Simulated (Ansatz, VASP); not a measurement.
**Two plane-wave programs on C**

```
C
1.0
     2.46964    0.00000    0.00000
    -1.23482    2.13877    0.00000
     0.00000    0.00000    3.43496
C
2
Direct
  0.33333 0.66667 0.00000
  0.66667 0.33333 0.00000
```

Alike in both runs: functional BLYP; dispersion D3(BJ); k mesh 15 × 15 × 4; occupations fermi-dirac, width 0.1 eV; no spin polarisation.

Ansatz relaxed the structure, and its values are those at the end. VASP's run is a single point on that final structure, the one shown.

```csv
,VASP,Ansatz
version,VASP 6.6.1,Ansatz 0.2.0
potentials or method,"VASP PAW PBE potentials, release 64 (C), cutoff 520 eV","plane waves, PAW"
valence electrons in the cell,8,8
```

|  | VASP | Ansatz | Ansatz less VASP |
| --- | --- | --- | --- |
| pressure (GPa) | 0.4 | 0.0 | -0.35 |

VASP's potentials were made for PBE, not for BLYP.

The k mesh is coarse, so the values compare programs but aren't converged.
